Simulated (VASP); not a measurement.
# K2S (Fm-3m) in VASP: notebook, part 4 of 4

VASP 6.6.1. Earlier steps stand in the parts before.

## (5) Vibrations by perturbation theory, PBEsol

This run uses another cell than the first one, of 28.47 Å³/atom.

File INCAR:

```
  ALGO = Normal
  EDIFF = 1E-8
  ENCUT = 500
  GGA = PS
  GGA_COMPAT = F
  IBRION = 8
  ISIF = 2
  ISMEAR = 0
  LASPH = T
  LCHARG = T
  LREAL = F
  LWAVE = F
  NELM = 120
  NSW = 1
  PREC = Accurate
  SIGMA = 0.01
```

File KPOINTS:

```
k-points
0
Gamma
  6 6 6
```

File POSCAR:

```
K2S
1.0
    3.4955673498      3.4955673498      0.0000000000
   -3.4955673498      3.4955673498      0.0000000000
    0.0000000000      3.4955673498      3.4955673498
K S
2 1
Direct
    0.2500000000      0.7500000000      0.5000000000
    0.7500000000      0.2500000000      0.5000000000
    0.0000000000      0.0000000000      0.0000000000
```

Potentials or basis: VASP PAW PBE potentials, release 64 (K_sv, S).

Started as:

```sh
$ cat potpaw_PBE.64/K_sv/POTCAR potpaw_PBE.64/S/POTCAR > POTCAR
$ mpirun -np 1 vasp_std > vasp.out
```

OUTCAR:

```text
EDIFF = 1E-8
   ENCUT = 500
   GGA = PS
   IBRION = 8
   ISIF = 2
   ISMEAR = 0
   LASPH = T
   LREAL = F
   NELM = 120
   NSW = 1
   PREC = Accurate

 ion  position               nearest neighbor table
   1  0.250  0.750  0.500-   3 3.03   3 3.03   3 3.03   3 3.03   2 3.50   2 3.50   2 3.50   2 3.50
                             2 3.50   2 3.50
   2  0.750  0.250  0.500-   3 3.03   3 3.03   3 3.03   3 3.03   1 3.50   1 3.50   1 3.50   1 3.50
                             1 3.50   1 3.50
   3  0.000  0.000  0.000-   2 3.03   1 3.03   1 3.03   2 3.03   1 3.03   2 3.03   2 3.03   1 3.03

  LATTYP: Found a face centered cubic cell.
 ALAT       =     6.9911346996

  Lattice vectors:

 A1 = (   0.0000000000,   3.4955673498,   3.4955673498)
 A2 = (   3.4955673498,   0.0000000000,   3.4955673498)
 A3 = (   3.4955673498,   3.4955673498,   0.0000000000)

Analysis of symmetry for initial positions (statically):
=====================================================================
 Subroutine PRICEL returns:
 Original cell was already a primitive cell.

 Routine SETGRP: Setting up the symmetry group for a
 face centered cubic supercell.

 Subroutine GETGRP returns: Found 48 space group operations
 (whereof 48 operations were pure point group operations)
 out of a pool of 48 trial point group operations.

The static configuration has the point symmetry O_h .

Analysis of symmetry for dynamics (positions and initial velocities):
=====================================================================
 Subroutine PRICEL returns:
 Original cell was already a primitive cell.

[... 490 lines left out ...]
  free  energy   TOTEN  =        -9.7087120412 eV

  energy  without entropy=       -9.7087120412  energy(sigma->0) =       -9.70871204

[... ionic steps 2 to 9 ...]

--------------------------------------- Ionic step       10  -------------------------------------------

 Free energy of the ion-electron system (eV)
  ---------------------------------------------------
  ---------------------------------------------------
  free energy    TOTEN  =        -0.11359378 eV

  energy without entropy =       -0.11359378

------------------------ aborting loop because EDIFF is reached ----------------------------------------

 INTERNAL STRAIN TENSOR  FOR ION    3  DIRECTION 1   (eV/Angst):
 -----------------------------------------------------------------------------
     0.00705 -0.00000  0.00000
     0.00000  0.00131  0.00000
    -0.00000  0.00000  0.00131

 INTERNAL STRAIN TENSOR FOR ION    3 for displacements in x,y,z  (eV/Angst):
          X           Y           Z          XY          YZ          ZX
  --------------------------------------------------------------------------------
  x     0.00000     0.00000     0.00000     0.00000     0.00000     0.00000
  y     0.00000     0.00000     0.00000     0.00000     0.00000     0.00000
  z     0.00000     0.00000     0.00000     0.00000     0.00000     0.00000

 SECOND DERIVATIVES (NOT SYMMETRIZED)
 ------------------------------------
               1X          1Y          1Z          2X          2Y          2Z          3X          3Y          3Z
  1X    -2.694286    0.000000   -0.000000    0.705886    0.000000   -0.000000    1.988400    0.000000    0.000000
  1Y    -0.000000   -2.694286    0.000000   -0.000000    0.705886    0.000000    0.000000    1.988400    0.000000
  1Z    -0.000000   -0.000000   -2.694286    0.000000    0.000000    0.705886    0.000000    0.000000    1.988400
  2X     0.705886    0.000000   -0.000000   -2.694286    0.000000   -0.000000    1.988400    0.000000    0.000000
  2Y    -0.000000    0.705886    0.000000   -0.000000   -2.694286    0.000000    0.000000    1.988400    0.000000
  2Z     0.000000    0.000000    0.705886   -0.000000   -0.000000   -2.694286    0.000000    0.000000    1.988400
  3X     1.988238    0.000000   -0.000000    1.988238    0.000000   -0.000000   -3.976476    0.000000    0.000000
  3Y     0.000000    1.988238    0.000000   -0.000000    1.988238    0.000000    0.000000   -3.976476    0.000000
  3Z    -0.000000   -0.000000    1.988238    0.000000    0.000000    1.988238    0.000000    0.000000   -3.976476

 Eigenvectors and eigenvalues of the dynamical matrix
 ----------------------------------------------------

   1 f  =    6.537374 THz    41.075531 2PiTHz  218.063316 cm-1    27.036393 meV
             X         Y         Z           dx          dy          dz
     -1.747784  5.243351  1.747784     0.381335    0.000000   -0.000000
      1.747784  5.243351  1.747784     0.381335   -0.000000    0.000000
      0.000000  0.000000  0.000000    -0.842120   -0.000000    0.000000
[... 43 lines left out ...]
   9 f/i=    0.000121 THz     0.000761 2PiTHz    0.004042 cm-1     0.000501 meV
             X         Y         Z           dx          dy          dz
     -1.747784  5.243351  1.747784    -0.595469   -0.000000    0.000000
      1.747784  5.243351  1.747784    -0.595469    0.000000   -0.000000
      0.000000  0.000000  0.000000    -0.539290   -0.000000    0.000000

--------------------------------------------------------------------------------------------------------

 ELASTIC MODULI CONTR FROM IONIC RELAXATION (kBar)
 Direction    XX          YY          ZZ          XY          YZ          ZX
 --------------------------------------------------------------------------------
 XX          -0.0000     -0.0000     -0.0000      0.0000      0.0000      0.0000
 YY          -0.0000     -0.0000     -0.0000      0.0000      0.0000     -0.0000
 ZZ          -0.0000     -0.0000     -0.0000     -0.0000      0.0000      0.0000
 XY           0.0000      0.0000     -0.0000   -129.1619      0.0000     -0.0000
 YZ           0.0000      0.0000      0.0000      0.0000   -129.1619     -0.0000
 ZX           0.0000     -0.0000      0.0000     -0.0000     -0.0000   -129.1619
 --------------------------------------------------------------------------------
```

OSZICAR:

```text
N       E                     dE             d eps       ncg     rms          rms(c)
DAV:   1     0.155142889474E+03    0.15514E+03   -0.11315E+04   512   0.128E+03
DAV:   2     0.119193094970E+01   -0.15395E+03   -0.15216E+03   576   0.342E+02
DAV:   3    -0.107839774031E+02   -0.11976E+02   -0.11961E+02   984   0.780E+01
[... 50 lines left out ...]
RMM:   9    -0.113595055131E+00   -0.35727E-05    0.20902E-06  2187   0.108E-03    0.103E-04
RMM:  10    -0.113594164261E+00    0.89087E-06    0.11052E-05  2225   0.485E-04    0.385E-05
RMM:  11    -0.113594039302E+00    0.12496E-06   -0.14438E-06  2293   0.202E-04    0.526E-05
RMM:  12    -0.113593819442E+00    0.21986E-06    0.71567E-07  2303   0.981E-05    0.215E-05
RMM:  13    -0.113593782630E+00    0.36812E-07   -0.61629E-07  2265   0.536E-05    0.120E-05
RMM:  14    -0.113593776877E+00    0.57535E-08   -0.16152E-08  2327   0.324E-05    0.658E-06
 Linear response finished
```

stdout:

```text
POSCAR found type information on POSCAR K S
 POSCAR found :  2 types and       3 ions
 scaLAPACK will be used
 -----------------------------------------------------------------------------
|                                                                             |
|                                                                             |
|     You enforced a specific xc type in the INCAR file but a different       |
|     I HOPE YOU KNOW WHAT YOU ARE DOING!                                     |
|                                                                             |
 -----------------------------------------------------------------------------

 LDA part: xc-table for (Slater+PW92), standard interpolation
 POSCAR, INCAR and KPOINTS ok, starting setup
 FFT: planning ... GRIDC
 FFT: planning ... GRID_SOFT
 FFT: planning ... GRID
 WAVECAR not read
 entering main loop
 Linear response reoptimize wavefunctions to high precision
 Linear response DOF=           2
 Linear response progress:
 first order change of Fermi-energy  -0.90170E-01
 force on displaced ion       1 direction 1 :  -2.694   0.000   0.000
 Linear response progress:
 first order change of Fermi-energy   0.28305E-03
 force on displaced ion       3 direction 1 :  -3.976  -0.000  -0.000
 Linear response finished
```

It took 1.8 min on 1 thread of Intel Xeon 6975P-C (Granite Rapids), shared host; peak memory 0.32 GiB.

What came out:

```yaml
Highest_phonon_frequency_at_Γ_LO-TO_splitting_left_out: 218 cm⁻¹
```

Phonon frequencies in cm⁻¹ (negative: imaginary):
| q point | frequencies |
| --- | --- |
| (0.000, 0.000, 0.000) | 0 0 0 154 154 154 218 218 218 |

Caveat: the cell stands under pressure or tension, which shifts response properties; the PAW data sets were made with another functional, which shifts forces and pressure a little.
